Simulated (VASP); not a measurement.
# Sb (I4/mmm) in VASP: further runs

Runs on Sb. Level: PBE. Tasks: single point.

Everything below comes from runs of VASP 6.6.1. Logs are shortened: lines on timing, memory, paths and dates and some standing lists are left out, and cuts for length are marked.

### 1 The cell of the first run

The structure is tetragonal, space group I4/mmm (No. 139). The conventional cell has a = 3.376 Å, b = 3.376 Å, c = 4.297 Å, α = 90.00°, β = 90.00°, γ = 90.00°. Within 4.2 Å of Sb (site symmetry 4/mmm) lie 12 Sb at 3.21 to 3.38 Å.

### 2 Single point, PBE

INCAR reads:

```
SYSTEM = Sb
ALGO = Normal ; EDIFF = 1E-6
ENCUT = 500 ; GGA = PE
GGA_COMPAT = .FALSE. ; ISIF = 2
ISMEAR = 1 ; LASPH = .TRUE.
LCHARG = .FALSE. ; LREAL = .FALSE.
LWAVE = .FALSE. ; NBANDS = 8
NELM = 120 ; PREC = Accurate
SIGMA = 0.1
```

KPOINTS reads:

```
k-points
0
G
  12 12 12
  0 0 0
```

POSCAR reads:

```
Sb
1.0
    0.0000000000      2.3873903087      2.1486512779
    2.3873903087      0.0000000000      2.1486512779
    2.3873903087      2.3873903087      0.0000000000
Sb
1
Direct
    0.0000000000      0.0000000000      0.0000000000
```

Potentials or basis: VASP PAW PBE potentials, release 64 (Sb).

Started as:

```sh
cat potpaw_PBE.64/Sb/POTCAR > POTCAR
mpirun -np 1 vasp_std > vasp.out
```

OUTCAR:

```text
SYSTEM = Sb
   EDIFF = 1E-6
   ENCUT = 500
   GGA = PE
   ISIF = 2
   ISMEAR = 1
   LASPH = .TRUE.
   LREAL = .FALSE.
   NELM = 120
   PREC = Accurate

 ion  position               nearest neighbor table
   1  0.000  0.000  0.000-

  LATTYP: Found a body centered tetragonal cell.
 ALAT       =     3.3762797532
 C/A-ratio  =     1.2727922062

  Lattice vectors:

 A1 = (   0.0000000000,  -2.3873903087,  -2.1486512779)
 A2 = (   0.0000000000,   2.3873903087,  -2.1486512779)
 A3 = (   2.3873903087,   0.0000000000,   2.1486512779)

Analysis of symmetry for initial positions (statically):
=====================================================================
 Subroutine PRICEL returns:
 Original cell was already a primitive cell.

 Routine SETGRP: Setting up the symmetry group for a
 body centered tetragonal supercell.

 Subroutine GETGRP returns: Found 16 space group operations
 (whereof 16 operations were pure point group operations)
 out of a pool of 16 trial point group operations.

The static configuration has the point symmetry D_4h.

Analysis of symmetry for dynamics (positions and initial velocities):
=====================================================================
 Subroutine PRICEL returns:
 Original cell was already a primitive cell.

 Routine SETGRP: Setting up the symmetry group for a
 body centered tetragonal supercell.

 Subroutine GETGRP returns: Found 16 space group operations
 (whereof 16 operations were pure point group operations)
 out of a pool of 16 trial point group operations.

The dynamic configuration has the point symmetry D_4h.

 Subroutine INISYM returns: Found 16 space group operations
 (whereof 16 operations are pure point group operations),
 and found     1 'primitive' translations

----------------------------------------------------------------------------------------

                                     Primitive cell

  volume of cell :      24.4930

  direct lattice vectors                    reciprocal lattice vectors
     0.000000000  2.387390309  2.148651278    -0.209433706  0.209433706  0.232704118
     2.387390309  0.000000000  2.148651278     0.209433706 -0.209433706  0.232704118
     2.387390309  2.387390309  0.000000000     0.209433706  0.209433706 -0.232704118

  length of vectors
     3.211905167  3.211905167  3.376279753     0.376664520  0.376664520  0.376664520

  position of ions in fractional coordinates (direct lattice)
     0.000000000  0.000000000  0.000000000

  ion indices of the primitive-cell ions
   primitive index   ion index
                 1           1

----------------------------------------------------------------------------------------

 KPOINTS: k-points

Automatic generation of k-mesh.
 Grid dimensions read from file:
 generate k-points for:   12   12   12

 Generating k-lattice:

  Cartesian coordinates                     Fractional coordinates (reciprocal lattice)
    -0.017452809  0.017452809  0.019392010     0.083333333  0.000000000  0.000000000
     0.017452809 -0.017452809  0.019392010     0.000000000  0.083333333  0.000000000
     0.017452809  0.017452809 -0.019392010    -0.000000000 -0.000000000  0.083333333

  Length of vectors
     0.031388710  0.031388710  0.031388710

  Shift w.r.t. Gamma in fractional coordinates (k-lattice)
     0.000000000  0.000000000  0.000000000

 Subroutine IBZKPT returns following result:
 ===========================================

 Found    163 irreducible k-points:

 Following reciprocal coordinates:
            Coordinates               Weight
  0.000000  0.000000  0.000000      1.000000
  0.083333  0.000000  0.000000      8.000000
  0.166667  0.000000  0.000000      8.000000
  0.250000  0.000000  0.000000      8.000000
  0.333333  0.000000  0.000000      8.000000
  0.416667  0.000000  0.000000      8.000000
[... 16 lines left out ...]
  0.500000  0.166667  0.000000      8.000000
 -0.416667  0.166667  0.000000      8.000000
 [... further k-points ...]
   k-points           NKPTS =    163   k-points in BZ     NKDIM =    163   number of bands    NBANDS=      8
   number of dos      NEDOS =    301   number of ions     NIONS =      1
   total plane-waves  NPLWV =  16128
   dimension x,y,z NGX =    24 NGY =   24 NGZ =   28
   dimension x,y,z NGXF=    48 NGYF=   48 NGZF=   56
   ions per type =               1
   NGX,Y,Z   is equivalent  to a cutoff of  12.42, 12.42, 13.79 a.u.
   NGXF,Y,Z  is equivalent  to a cutoff of  24.84, 24.84, 27.57 a.u.
 SYSTEM =  Sb
   PREC   = accura    normal or accurate (medium, high low for compatibility)
   ISTART =      0    job   : 0-new  1-cont  2-samecut
   ICHARG =      2    charge: 1-file 2-atom 10-const
   ISPIN  =      1    spin polarized calculation?
   LNONCOLLINEAR =      F non collinear calculations
   LSORBIT =      F    spin-orbit coupling
   LASPH  =      T    aspherical Exc in radial PAW
   ENCUT  =  500.0 eV  36.75 Ry    6.06 a.u.   5.86  5.86  6.16*2*pi/ulx,y,z
   NELM   =    120;   NELMIN=  2; NELMDL= -5     # of ELM steps
   EDIFF  = 0.1E-05   stopping-criterion for ELM
   LREAL  =      F    real-space projection
   EDIFFG = 0.1E-04   stopping-criterion for IOM
   NSW    =      0    number of steps for IOM
   IBRION =     -1    ionic relax: 0-MD 1-quasi-New 2-CG
   NFREE  =      0    steps in history (QN), initial steepest desc. (CG)
   ISIF   =      2    stress and relaxation
   ISYM   =      2    0-nonsym 1-usesym 2-fastsym
   POTIM  = 0.5000    time-step for ionic-motion
   TEBEG  =    0.0;   TEEND  =   0.0 temperature during run
   PSTRESS=    0.0 pullay stress
   NELECT =       5.0000    total number of electrons
   NUPDOWN=      -1.0000    fix difference up-down
   EMIN   =  10.00;   EMAX   =-10.00  energy-range for DOS
   EFERMI =   0.00;   METHOD = LEGACY
   ISMEAR =     1;   SIGMA  =   0.10  broadening in eV -4-tet -1-fermi 0-gaus
   EFERMI_NEDOS =   21; number of points for ismear=-14 and -15
   IALGO  =     38    algorithm
   IMIX   =      4    mixing-type and parameters
     AMIX     =   0.40;   BMIX     =  1.00
     AMIX_MAG =   1.60;   BMIX_MAG =  1.00
  volume/ion in A,a.u.               =      24.49       165.29
  Fermi-wavevector in a.u.,A,eV,Ry     =   0.963941  1.821585 12.642299  0.929183
  Thomas-Fermi vector in A             =   2.093530
   LORBIT       =      0    0 simple, 1 ext, 2 COOP (PROOUT), +10 PAW based schemes
   GGA     = PE    functional components
   LHFCALC =     F    Hartree Fock is set to
   AEXX    =    0.0000 exact exchange contribution
   IVDW    =     0    specifies the selected vdW correction
   LEPSILON=     F    determine dielectric tensor
   LRPA    =     F    only Hartree local field effects (RPA)
 non-spin polarized calculation
 Methfessel and Paxton  Order N= 1 SIGMA  =   0.10
  energy-cutoff  :      500.00
  volume of cell :       24.49
 maximum number of plane-waves:       640
   NGX = 11   NGY = 11   NGZ = 13

 number of electron       5.0000000 magnetization

 Free energy of the ion-electron system (eV)
  ---------------------------------------------------
  ext. energy  EPLUGINS =         0.00000000
  ---------------------------------------------------
  free energy    TOTEN  =        -3.75610265 eV

  energy without entropy =       -3.75569640  energy(sigma->0) =       -3.75596723

 E-fermi :   9.7666     XC(G=0): -10.6511

 val. band max:        9.7622059162   @ k =  -0.3333  -0.0000   0.1667
 cond. band min:       9.7683109163   @ k =   0.3333   0.0833   0.2500
 fundamental gap:      0.0061050002
 Fermi energy:         9.7665596990

 k-point     1 :       0.0000    0.0000    0.0000
  band No.  band energies     occupation
      1      -3.8907      2.00000
      2      15.7643      0.00000
      3      15.9426      0.00000
      4      15.9426      0.00000
      5      19.9807      0.00000
      6      19.9807      0.00000
      7      20.1736      0.00000
      8      20.6281      0.00000

 k-point     2 :       0.0833    0.0000    0.0000
  band No.  band energies     occupation
      1      -3.7397      2.00000
      2      14.4376      0.00000
      3      15.6048      0.00000
      4      15.7065      0.00000
      5      19.1297      0.00000
      6      20.3342      0.00000
      7      20.6309      0.00000
      8      22.1722      0.00000

 k-point     3 :       0.1667    0.0000    0.0000
  band No.  band energies     occupation
      1      -3.2878      2.00000
      2      11.7861      0.00000
      3      14.8935      0.00000
      4      15.3956      0.00000
      5      18.6828      0.00000
      6      20.3440      0.00000
      7      21.0579      0.00000
      8      21.9236      0.00000

 k-point     4 :       0.2500    0.0000    0.0000
  band No.  band energies     occupation
      1      -2.5414      2.00000
      2       9.0664      2.00000
      3      14.1622      0.00000
      4      15.0555      0.00000
      5      18.4147      0.00000
      6      19.5612      0.00000
      7      20.3950      0.00000
      8      22.6408      0.00000

 k-point     5 :       0.3333    0.0000    0.0000
  band No.  band energies     occupation
      1      -1.5227      2.00000
      2       6.5644      2.00000
      3      13.5693      0.00000
      4      14.7769      0.00000
      5      18.2167      0.00000
      6      18.8887      0.00000
      7      19.8827      0.00000
      8      22.2360      0.00000
[... 177 lines left out ...]
 k-point    22 :       0.4167    0.1667    0.0000
  band No.  band energies     occupation
      1      -0.3468      2.00000
      2       5.9098      2.00000
      3      11.5741     -0.00000
      4      12.4986      0.00000
      5      16.4279      0.00000
      6      19.8002      0.00000
      7      21.0532      0.00000
      8      22.1673      0.00000

 k-point    23 :       0.5000    0.1667    0.0000
  band No.  band energies     occupation
      1       0.7604      2.00000
      2       4.2299      2.00000
      3      11.6413     -0.00000
      4      11.9469      0.00000
      5      16.0331      0.00000
      6      20.5268      0.00000
      7      20.7718      0.00000
      8      22.5450      0.00000

 k-point    24 :      -0.4167    0.1667    0.0000
  band No.  band energies     occupation
      1       0.7110      2.00000
      2       4.3008      2.00000
      3      11.4423     -0.00000
      4      12.0173      0.00000
      5      16.0545      0.00000
      6      20.2286      0.00000
      7      20.7215      0.00000
      8      24.2990      0.00000

 [... further k-points ...]
[... 5 lines left out ...]
  --------------------------------------------------------------------------------------
  -------------------------------------------------------------------------------------
  Total        1.4760437      1.4760437      1.1274472      0.0000000      0.0000000      0.0000000
  in kB       96.5532771     96.5532771     73.7503373      0.0000000      0.0000000      0.0000000
  external PRESSURE =      88.9522972 kB  Pullay stress =       0.0000000 kB

 VOLUME and BASIS-vectors are now :
 -----------------------------------------------------------------------------
  energy-cutoff  :      500.00
  volume of cell :       24.49
      direct lattice vectors                 reciprocal lattice vectors
     0.000000000  2.387390309  2.148651278    -0.209433706  0.209433706  0.232704118
     2.387390309  0.000000000  2.148651278     0.209433706 -0.209433706  0.232704118
     2.387390309  2.387390309  0.000000000     0.209433706  0.209433706 -0.232704118

 POSITION                                       TOTAL-FORCE (eV/Angst)
 -----------------------------------------------------------------------------------
      0.00000      0.00000      0.00000         0.000000      0.000000      0.000000
 -----------------------------------------------------------------------------------
    total drift:                                0.000000      0.000000     -0.000000

  FREE ENERGIE OF THE ION-ELECTRON SYSTEM (eV)
  ---------------------------------------------------
  free  energy   TOTEN  =        -3.7561026487 eV

  energy  without entropy=       -3.7556963952  energy(sigma->0) =       -3.75596723
```

Wall time 34 s (1 thread of Intel Xeon 8259CL, shared host); peak memory 0.16 GiB.

Results:

```yaml
Free_energy: -3.7561 eV
Pressure: 8.9 GPa
```

Caveat: spin-orbit coupling is left out, which moves the levels of the heavy elements.

### 3 Single point, PBE

INCAR reads:

```
PREC = Accurate
ENCUT = 500
EDIFF = 1E-6
ISMEAR = 1
SIGMA = 0.1
LREAL = F
LASPH = T
NELM = 120
ALGO = Normal
ISIF = 2
LWAVE = F
LCHARG = T
GGA = PE
LELF = T
LVHAR = T
NBANDS = 8
GGA_COMPAT = F
```

KPOINTS reads:

```
regular mesh
0
Gamma
  12 12 12
```

POSCAR reads:

```
Sb
1.0
    0.0000000000      2.3586237692      2.2013821845
    2.3586237692      0.0000000000      2.2013821845
    2.3586237692      2.3586237692      0.0000000000
Sb
1
Direct
    0.0000000000      0.0000000000      0.0000000000
```

Potentials or basis: VASP PAW PBE potentials, release 64 (Sb).

Started as:

```sh
cat potpaw_PBE.64/Sb/POTCAR > POTCAR
mpirun -np 1 vasp_std > vasp.out
```

Wall time 32 s (1 thread of Intel Xeon 8259CL, shared host); peak memory 0.15 GiB.

It converged, with:

| Item | Value |
| --- | --- |
| Free energy | -3.7488 eV |
| Pressure | 8.9 GPa |

Stress tensor (GPa, compression positive):
```
9.32 0.00 0.00
0.00 9.32 0.00
0.00 0.00 7.99
```

Levels at points of the mesh, in eV from the Fermi level:
```tsv
k point	band 1	band 2	band 3	band 4	band 5	band 6	band 7
(0.00, 0.00, 0.00)	-13.70	5.99	6.10	6.10	10.18	10.18	10.29
(0.50, 0.00, 0.00)	-9.38	-6.44	3.53	4.60	8.41	8.80	9.84
(0.50, 0.50, 0.00)	-6.81	-5.00	-0.21	-0.21	3.61	4.14	18.01
(0.50, 0.00, 0.50)	-7.82	-5.64	0.49	1.02	4.62	4.85	18.08
```

Caveat: spin-orbit coupling is left out, which moves the levels of the heavy elements.

### 4 Single point, PBE

This run uses another cell than the first one, of the same volume but with other edges.

INCAR is that of step 3.

KPOINTS is that of step 3.

POSCAR reads:

```
Sb
1.0
    0.0000000000      2.2329210507      2.4562131557
    2.2329210507      0.0000000000      2.4562131557
    2.2329210507      2.2329210507      0.0000000000
Sb
1
Direct
    0.0000000000      0.0000000000      0.0000000000
```

Started as:

```sh
cat potpaw_PBE.64/Sb/POTCAR > POTCAR
mpirun -np 1 vasp_std > vasp.out
```

Wall time 30 s (1 thread of Intel Xeon 8259CL, shared host); peak memory 0.16 GiB.

Results (log left out):

```
Free energy : -3.7620 eV
Pressure    : 8.8 GPa
```

Stress tensor (GPa, compression positive):
```
 8.03  0.00  0.00
 0.00  8.03  0.00
 0.00  0.00 10.46
```

Levels at points of the mesh, in eV from the Fermi level:
```
           k point  band 1  band 2  band 3  band 4  band 5  band 6  band 7
(0.00, 0.00, 0.00)  -13.74    5.97    6.02    6.02    9.90   10.29   10.54
(0.50, 0.00, 0.00)   -9.42   -6.47    3.09    4.98    7.62    9.83    9.87
(0.50, 0.50, 0.00)   -8.49   -5.97    1.27    1.27    5.19    5.22   18.36
(0.50, 0.00, 0.50)   -7.02   -5.20   -0.40    0.39    3.79    4.31   17.64
```

Caveat: spin-orbit coupling is left out, which moves the levels of the heavy elements.

### 5 Overview

```csv
cell,gap on the mesh (eV),pressure (GPa)
"a = 3.212, b = 3.212, c = 3.376 Å, angles 58.3, 58.3, 63.4°, 1 atom",none,8.9
"a = 3.226, b = 3.226, c = 3.336 Å, angles 58.9, 58.9, 62.3°, 1 atom",none,8.9
"a = 3.319, b = 3.319, c = 3.158 Å, angles 61.6, 61.6, 56.8°, 1 atom",none,8.8
```

Alike in all rows: task single point; level PBE; potentials or basis VASP PAW PBE potentials, release 64 (Sb); no spin polarisation; k mesh 12 × 12 × 12; cutoff (eV) 500; smearing methfessel-paxton 0.1 eV.

Caveats: spin-orbit coupling is left out, which moves the levels of the heavy elements.

Absolute energies hang on the potentials; compare differences alone.
